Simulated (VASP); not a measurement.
# Sb (Fm-3m) in VASP: a series of runs, part 2 of 2

VASP 6.6.1. The steps go on from the part before.

### Step 4. Electric field gradients, PBEsol (volume scaled by 1.06)

Input file INCAR:

```
PREC     = Accurate       # precision mode
ENCUT    = 520            # plane-wave cutoff, eV
EDIFF    = 1E-8           # SCF threshold, eV
ISMEAR   = -1             # smearing method
SIGMA    = 0.03           # smearing width, eV
LREAL    = F              # projectors in reciprocal space
LASPH    = T              # aspherical terms in the spheres
NELM     = 80             # most SCF steps
ALGO     = Normal         # electronic algorithm
ISIF     = 2              # what is computed and relaxed
LWAVE    = F              # write WAVECAR
LCHARG   = F              # write CHGCAR
GGA      = PS             # functional
LEFG     = T            
NBANDS   = 8              # bands
```

Input file KPOINTS:

```
regular mesh
0
Gamma
  14 14 14
```

Input file POSCAR:

```
Sb
1.0
    0.0000000000      2.3502075557      2.3502075557
    2.3502075557      0.0000000000      2.3502075557
    2.3502075557      2.3502075557      0.0000000000
Sb
1
Direct
    0.0000000000      0.0000000000      0.0000000000
```

Potentials or basis: VASP PAW PBE potentials, release 64 (Sb).

Started as:

```console
$ cat potpaw_PBE.64/Sb/POTCAR > POTCAR
$ mpirun -np 1 vasp_std > vasp.out
```

OUTCAR:

```text
PREC = Accurate
   ENCUT = 520
   EDIFF = 1E-8
   ISMEAR = -1
   LREAL = F
   LASPH = T
   NELM = 80
   ISIF = 2
   GGA = PS

 ion  position               nearest neighbor table
   1  0.000  0.000  0.000-

  LATTYP: Found a face centered cubic cell.
 ALAT       =     4.7004151114

  Lattice vectors:

 A1 = (   0.0000000000,   2.3502075557,   2.3502075557)
 A2 = (   2.3502075557,   0.0000000000,   2.3502075557)
 A3 = (   2.3502075557,   2.3502075557,   0.0000000000)

Analysis of symmetry for initial positions (statically):
=====================================================================
 Subroutine PRICEL returns:
 Original cell was already a primitive cell.

 Routine SETGRP: Setting up the symmetry group for a
 face centered cubic supercell.

 Subroutine GETGRP returns: Found 48 space group operations
 (whereof 48 operations were pure point group operations)
 out of a pool of 48 trial point group operations.

The static configuration has the point symmetry O_h .

Analysis of symmetry for dynamics (positions and initial velocities):
=====================================================================
 Subroutine PRICEL returns:
 Original cell was already a primitive cell.

 Routine SETGRP: Setting up the symmetry group for a
 face centered cubic supercell.

 Subroutine GETGRP returns: Found 48 space group operations
 (whereof 48 operations were pure point group operations)
 out of a pool of 48 trial point group operations.

The dynamic configuration has the point symmetry O_h .

 Subroutine INISYM returns: Found 48 space group operations
 (whereof 48 operations are pure point group operations),
 and found     1 'primitive' translations

----------------------------------------------------------------------------------------

                                     Primitive cell

  volume of cell :      25.9626

  direct lattice vectors                    reciprocal lattice vectors
     0.000000000  2.350207556  2.350207556    -0.212747167  0.212747167  0.212747167
     2.350207556  0.000000000  2.350207556     0.212747167 -0.212747167  0.212747167
     2.350207556  2.350207556  0.000000000     0.212747167  0.212747167 -0.212747167

  length of vectors
     3.323695400  3.323695400  3.323695400     0.368488903  0.368488903  0.368488903

  position of ions in fractional coordinates (direct lattice)
     0.000000000  0.000000000  0.000000000

  ion indices of the primitive-cell ions
   primitive index   ion index
                 1           1

----------------------------------------------------------------------------------------

 KPOINTS: regular mesh

Automatic generation of k-mesh.
 Grid dimensions read from file:
 generate k-points for:   14   14   14

 Generating k-lattice:

  Cartesian coordinates                     Fractional coordinates (reciprocal lattice)
    -0.015196226  0.015196226  0.015196226     0.071428571  0.000000000  0.000000000
     0.015196226 -0.015196226  0.015196226     0.000000000  0.071428571  0.000000000
     0.015196226  0.015196226 -0.015196226     0.000000000  0.000000000  0.071428571
[... 61 lines left out ...]
   IBRION =     -1    ionic relax: 0-MD 1-quasi-New 2-CG
   NFREE  =      0    steps in history (QN), initial steepest desc. (CG)
   ISIF   =      2    stress and relaxation
   ISYM   =      2    0-nonsym 1-usesym 2-fastsym
   POTIM  = 0.5000    time-step for ionic-motion
   TEBEG  =    0.0;   TEEND  =   0.0 temperature during run
   PSTRESS=    0.0 pullay stress
   NELECT =       5.0000    total number of electrons
   NUPDOWN=      -1.0000    fix difference up-down
   EMIN   =  10.00;   EMAX   =-10.00  energy-range for DOS
   EFERMI =   0.00;   METHOD = LEGACY
   ISMEAR =    -1;   SIGMA  =   0.03  broadening in eV -4-tet -1-fermi 0-gaus
   EFERMI_NEDOS =   21; number of points for ismear=-14 and -15
   IALGO  =     38    algorithm
   IMIX   =      4    mixing-type and parameters
     AMIX     =   0.40;   BMIX     =  1.00
     AMIX_MAG =   1.60;   BMIX_MAG =  1.00
  volume/ion in A,a.u.               =      25.96       175.20
  Fermi-wavevector in a.u.,A,eV,Ry     =   0.945399  1.786546 12.160613  0.893780
  Thomas-Fermi vector in A             =   2.073297
   LORBIT       =      0    0 simple, 1 ext, 2 COOP (PROOUT), +10 PAW based schemes
   GGA     = PS    functional components
   LHFCALC =     F    Hartree Fock is set to
   AEXX    =    0.0000 exact exchange contribution
   IVDW    =     0    specifies the selected vdW correction
   LEPSILON=     F    determine dielectric tensor
   LRPA    =     F    only Hartree local field effects (RPA)
 non-spin polarized calculation
  energy-cutoff  :      520.00
  volume of cell :       25.96
 maximum number of plane-waves:       725
 NGX is ok and might be reduce to    28
   NGX = 13   NGY = 13   NGZ = 13

 number of electron       5.0000000 magnetization

 Free energy of the ion-electron system (eV)
  ---------------------------------------------------
  ext. energy  EPLUGINS =         0.00000000
  ---------------------------------------------------
  free energy    TOTEN  =        -4.29048750 eV

  energy without entropy =       -4.28695714  energy(sigma->0) =       -4.28872232

 E-fermi :   8.8996     XC(G=0): -10.4930

 val. band max:        8.8992479841   @ k =  -0.4286   0.4286   0.0714
 cond. band min:       8.9112019067   @ k =   0.5000   0.4286   0.0714
 fundamental gap:      0.0119539226
 Fermi energy:         8.8996044794

 k-point     1 :       0.0000    0.0000    0.0000
  band No.  band energies     occupation
      1      -4.3713      2.00000
      2      14.4442      0.00000
      3      14.4442      0.00000
      4      14.4442      0.00000
      5      18.9701      0.00000
      6      18.9701      0.00000
      7      18.9701      0.00000
      8      19.1086      0.00000
[... 243 lines left out ...]
 k-point    24 :       0.2857    0.1429    0.0000
  band No.  band energies     occupation
      1      -2.8513      2.00000
      2       8.6183      1.99983
      3      11.7736      0.00000
      4      12.1338      0.00000
      5      16.1775      0.00000
      6      17.8240      0.00000
      7      21.1813      0.00000
      8      21.5307      0.00000

 [... further k-points ...]
[... 5 lines left out ...]
  --------------------------------------------------------------------------------------
  -------------------------------------------------------------------------------------
  Total        0.0780302      0.0780302      0.0780302      0.0000000      0.0000000     -0.0000000
  in kB        4.8153116      4.8153116      4.8153116      0.0000000      0.0000000     -0.0000000
  external PRESSURE =       4.8153116 kB  Pullay stress =       0.0000000 kB

 VOLUME and BASIS-vectors are now :
 -----------------------------------------------------------------------------
  energy-cutoff  :      520.00
  volume of cell :       25.96
      direct lattice vectors                 reciprocal lattice vectors
     0.000000000  2.350207556  2.350207556    -0.212747167  0.212747167  0.212747167
     2.350207556  0.000000000  2.350207556     0.212747167 -0.212747167  0.212747167
     2.350207556  2.350207556  0.000000000     0.212747167  0.212747167 -0.212747167

 POSITION                                       TOTAL-FORCE (eV/Angst)
 -----------------------------------------------------------------------------------
      0.00000      0.00000      0.00000         0.000000     -0.000000     -0.000000
 -----------------------------------------------------------------------------------
    total drift:                                0.000000      0.000000      0.000000

  FREE ENERGIE OF THE ION-ELECTRON SYSTEM (eV)
  ---------------------------------------------------
  free  energy   TOTEN  =        -4.2904875026 eV

  energy  without entropy=       -4.2869571375  energy(sigma->0) =       -4.28872232

 Electric field gradients (V/A^2)
---------------------------------------------------------------------
 ion       V_xx      V_yy      V_zz      V_xy      V_xz      V_yz
---------------------------------------------------------------------
   1      -0.000     0.000    -0.000     0.000     0.000     0.000
---------------------------------------------------------------------

 Electric field gradients after diagonalization (V/A^2)
 (convention: |V_zz| > |V_xx| > |V_yy|)
----------------------------------------------------------------------
 ion       V_xx      V_yy      V_zz     asymmetry (V_yy - V_xx)/ V_zz
----------------------------------------------------------------------
   1      -0.000    -0.000     0.000       0.000
----------------------------------------------------------------------

           NMR quadrupolar parameters

 Cq : quadrupolar parameter    Cq=e*Q*V_zz/h
 eta: asymmetry parameters     (V_yy - V_xx)/ V_zz
 Q  : nuclear electric quadrupole moment in mb (millibarn)
----------------------------------------------------------------------
 ion       Cq(MHz)       eta       Q (mb)
----------------------------------------------------------------------
   1       0.000       0.000       1.000
----------------------------------------------------------------------
```

Run time: 12 s. Hardware: 1 thread of Intel Xeon 6975P-C (Granite Rapids), shared host; peak memory 0.17 GiB.

What came out:

```
Free energy : -4.2905 eV
Pressure    : 0.5 GPa
```

Levels at points of the mesh, in eV from the Fermi level:
| k point | band 1 | band 2 | band 3 | band 4 | band 5 | band 6 | band 7 |
| --- | --- | --- | --- | --- | --- | --- | --- |
| (0.00, 0.00, 0.00) | -13.27 | 5.54 | 5.54 | 5.54 | 10.07 | 10.07 | 10.07 |
| (0.50, 0.00, 0.00) | -9.31 | -6.11 | 3.76 | 3.76 | 8.38 | 9.17 | 9.17 |
| (0.50, 0.50, 0.00) | -7.58 | -5.17 | 0.34 | 0.34 | 4.12 | 4.56 | 17.83 |

Caveat: the cell differs from its parent crystal (volume scaled by 1.06); without QUAD_EFG the Cq values of the log hold for a quadrupole moment of 1 mb, not for the nuclei; the PAW data sets were made with another functional, which shifts forces and pressure a little; spin-orbit coupling is left out, which moves the levels of the heavy elements.

### Step 5. Electric field gradients, PBEsol

This run uses another cell than the first one, of 24.49 Å³/atom, 0.980 times its volume.

Input file INCAR:

```
SYSTEM = Sb
  ALGO = Normal
  EDIFF = 1E-8
  ENCUT = 520
  GGA = PS
  ISIF = 2
  ISMEAR = -1
  LASPH = .TRUE.
  LCHARG = .FALSE.
  LEFG = .TRUE.
  LREAL = .FALSE.
  LWAVE = .FALSE.
  NBANDS = 8
  NELM = 60
  PREC = Accurate
  SIGMA = 0.03
```

Input file KPOINTS:

```
k-points
0
G
  14 14 14
  0 0 0
```

Input file POSCAR:

```
Sb
1.0
    0.0000000000      2.3050000000      2.3050000000
    2.3050000000      0.0000000000      2.3050000000
    2.3050000000      2.3050000000      0.0000000000
Sb
1
Direct
    0.0000000000      0.0000000000      0.0000000000
```

Potentials or basis: VASP PAW PBE potentials, release 64 (Sb).

Started as:

```console
$ cat potpaw_PBE.64/Sb/POTCAR > POTCAR
$ mpirun -np 1 vasp_std > vasp.out
```

OUTCAR:

```text
SYSTEM = Sb
   EDIFF = 1E-8
   ENCUT = 520
   GGA = PS
   ISIF = 2
   ISMEAR = -1
   LASPH = .TRUE.
   LREAL = .FALSE.
   NELM = 60
   PREC = Accurate

 ion  position               nearest neighbor table
   1  0.000  0.000  0.000-

  LATTYP: Found a face centered cubic cell.
 ALAT       =     4.6100000000

  Lattice vectors:

 A1 = (   0.0000000000,   2.3050000000,   2.3050000000)
 A2 = (   2.3050000000,   0.0000000000,   2.3050000000)
 A3 = (   2.3050000000,   2.3050000000,   0.0000000000)

Analysis of symmetry for initial positions (statically):
=====================================================================
 Subroutine PRICEL returns:
 Original cell was already a primitive cell.

 Routine SETGRP: Setting up the symmetry group for a
 face centered cubic supercell.

 Subroutine GETGRP returns: Found 48 space group operations
 (whereof 48 operations were pure point group operations)
 out of a pool of 48 trial point group operations.

The static configuration has the point symmetry O_h .

Analysis of symmetry for dynamics (positions and initial velocities):
=====================================================================
 Subroutine PRICEL returns:
 Original cell was already a primitive cell.

 Routine SETGRP: Setting up the symmetry group for a
 face centered cubic supercell.

 Subroutine GETGRP returns: Found 48 space group operations
 (whereof 48 operations were pure point group operations)
 out of a pool of 48 trial point group operations.

The dynamic configuration has the point symmetry O_h .

 Subroutine INISYM returns: Found 48 space group operations
 (whereof 48 operations are pure point group operations),
 and found     1 'primitive' translations
[... 144 lines left out ...]
 fundamental gap:      0.0693334495
 Fermi energy:         9.6934906545

 k-point     1 :       0.0000    0.0000    0.0000
  band No.  band energies     occupation
      1      -4.0585      2.00000
      2      15.7018      0.00000
      3      15.7018      0.00000
      4      15.7018      0.00000
      5      19.8982      0.00000
      6      19.9773      0.00000
      7      19.9773      0.00000
      8      19.9773      0.00000
[... 243 lines left out ...]
 k-point    24 :       0.2857    0.1429    0.0000
  band No.  band energies     occupation
      1      -2.4488      2.00000
      2       9.4903      1.99772
      3      12.7679      0.00000
      4      13.2239      0.00000
      5      17.0431      0.00000
      6      18.8129      0.00000
      7      22.3961      0.00000
      8      22.6989      0.00000

 [... further k-points ...]
[... 5 lines left out ...]
  --------------------------------------------------------------------------------------
  -------------------------------------------------------------------------------------
  Total        0.7858055      0.7858055      0.7858055      0.0000000      0.0000000     -0.0000000
  in kB       51.4023376     51.4023376     51.4023376      0.0000000      0.0000000     -0.0000000
  external PRESSURE =      51.4023376 kB  Pullay stress =       0.0000000 kB

 VOLUME and BASIS-vectors are now :
 -----------------------------------------------------------------------------
  energy-cutoff  :      520.00
  volume of cell :       24.49
      direct lattice vectors                 reciprocal lattice vectors
     0.000000000  2.305000000  2.305000000    -0.216919740  0.216919740  0.216919740
     2.305000000  0.000000000  2.305000000     0.216919740 -0.216919740  0.216919740
     2.305000000  2.305000000  0.000000000     0.216919740  0.216919740 -0.216919740

 POSITION                                       TOTAL-FORCE (eV/Angst)
 -----------------------------------------------------------------------------------
      0.00000      0.00000      0.00000         0.000000     -0.000000      0.000000
 -----------------------------------------------------------------------------------
    total drift:                                0.000000      0.000000     -0.000000

  FREE ENERGIE OF THE ION-ELECTRON SYSTEM (eV)
  ---------------------------------------------------
  free  energy   TOTEN  =        -4.2660064467 eV

  energy  without entropy=       -4.2631023792  energy(sigma->0) =       -4.26455441

 Electric field gradients (V/A^2)
---------------------------------------------------------------------
 ion       V_xx      V_yy      V_zz      V_xy      V_xz      V_yz
---------------------------------------------------------------------
   1       0.000    -0.000     0.000     0.000     0.000     0.000
---------------------------------------------------------------------

 Electric field gradients after diagonalization (V/A^2)
 (convention: |V_zz| > |V_xx| > |V_yy|)
----------------------------------------------------------------------
 ion       V_xx      V_yy      V_zz     asymmetry (V_yy - V_xx)/ V_zz
----------------------------------------------------------------------
   1      -0.000    -0.000     0.000       0.000
----------------------------------------------------------------------

           NMR quadrupolar parameters

 Cq : quadrupolar parameter    Cq=e*Q*V_zz/h
 eta: asymmetry parameters     (V_yy - V_xx)/ V_zz
 Q  : nuclear electric quadrupole moment in mb (millibarn)
----------------------------------------------------------------------
 ion       Cq(MHz)       eta       Q (mb)
----------------------------------------------------------------------
   1       0.000       0.000       1.000
----------------------------------------------------------------------
```

stdout:

```text
POSCAR found type information on POSCAR Sb
 POSCAR found :  1 types and       1 ions
 scaLAPACK will be used
 -----------------------------------------------------------------------------
|                                                                             |
|                                                                             |
|     You enforced a specific xc type in the INCAR file but a different       |
|     I HOPE YOU KNOW WHAT YOU ARE DOING!                                     |
|                                                                             |
 -----------------------------------------------------------------------------

 LDA part: xc-table for (Slater+PW92), standard interpolation
 POSCAR, INCAR and KPOINTS ok, starting setup
 FFT: planning ... GRIDC
 FFT: planning ... GRID_SOFT
 FFT: planning ... GRID
 WAVECAR not read
 entering main loop
ion   1
```

Run time: 5.6 s. Hardware: 1 thread of Intel Xeon 6975P-C (Granite Rapids), shared host; peak memory 0.14 GiB.

What came out:

```
Free energy : -4.2660 eV
Pressure    : 5.1 GPa
```

Caveat: without QUAD_EFG the Cq values of the log hold for a quadrupole moment of 1 mb, not for the nuclei; the PAW data sets were made with another functional, which shifts forces and pressure a little; spin-orbit coupling is left out, which moves the levels of the heavy elements.

### Step 6. Density of states, PBEsol

This run uses another cell than the first one, of 24.49 Å³/atom, 0.980 times its volume.

POSCAR is that of step 5.

Input file INCAR.step1:

```
PREC = Accurate ; ENCUT = 520
EDIFF = 1E-6 ; ISMEAR = -1
SIGMA = 0.03 ; LREAL = False
LASPH = True ; NELM = 100
ALGO = Normal ; ISIF = 2
LWAVE = False ; LCHARG = True
GGA = PS ; NBANDS = 8
```

Input file KPOINTS.step1:

```
regular mesh
0
Gamma
  14 14 14
```

Input file INCAR.step2:

```
PREC = Accurate ; ENCUT = 520
EDIFF = 1E-6 ; ISMEAR = -5
SIGMA = 0.03 ; LREAL = False
LASPH = True ; NELM = 100
ALGO = Normal ; ISIF = 2
LWAVE = False ; LCHARG = False
GGA = PS ; LORBIT = 11
NEDOS = 1001 ; ICHARG = 11
```

Input file KPOINTS.step2:

```
regular mesh
0
Gamma
  21 21 21
```

Potentials or basis: VASP PAW PBE potentials, release 64 (Sb).

Started as:

```console
$ cat potpaw_PBE.64/Sb/POTCAR > POTCAR
$ cp INCAR.step1 INCAR
$ cp KPOINTS.step1 KPOINTS
$ mpirun -np 1 vasp_std > vasp.out
$ cp INCAR.step2 INCAR
$ cp KPOINTS.step2 KPOINTS
$ mpirun -np 1 vasp_std > vasp.out
```

It took 9.6 s on 1 thread of Intel Xeon 6975P-C (Granite Rapids), shared host; peak memory 0.17 GiB.

Results (log left out):

* Valence electrons inside the program's atomic spheres: Sb 2.38

Levels at points of the mesh, in eV from the Fermi level:
| k point | band 1 | band 2 | band 3 | band 4 | band 5 | band 6 |
| --- | --- | --- | --- | --- | --- | --- |
| (0.00, 0.00, 0.00) | -13.76 | 6.01 | 6.01 | 6.01 | 10.21 | 10.28 |

Caveat: the PAW data sets were made with another functional, which shifts forces and pressure a little; spin-orbit coupling is left out, which moves the levels of the heavy elements; tetrahedron occupations give inexact forces and stress in metals.

### Step 7. Summary

| task | cell | k mesh for the DOS | occupations for the DOS | gap on the mesh (eV) | pressure (GPa) |
| --- | --- | --- | --- | --- | --- |
| electric field gradients | a = 3.281 Å, angles 60.0°, 1 atom | - | - | none | 3.4 |
| electric field gradients | a = 3.324 Å, angles 60.0°, 1 atom | - | - | none | 0.5 |
| electric field gradients | a = 3.260 Å, angles 60.0°, 1 atom | - | - | none | 5.1 |
| density of states | a = 3.260 Å, angles 60.0°, 1 atom | 21 × 21 × 21 | tetrahedron | - | - |

Alike in all rows: level PBEsol; potentials or basis VASP PAW PBE potentials, release 64 (Sb); no spin polarisation; k mesh 14 × 14 × 14; cutoff (eV) 520; smearing fermi-dirac 0.03 eV.

Caveats: the PAW data sets were made with another functional, which shifts forces and pressure a little; spin-orbit coupling is left out, which moves the levels of the heavy elements; tetrahedron occupations give inexact forces and stress in metals (some runs).

Total energies depend on the potentials used, so only differences within one code and one set of settings carry meaning.
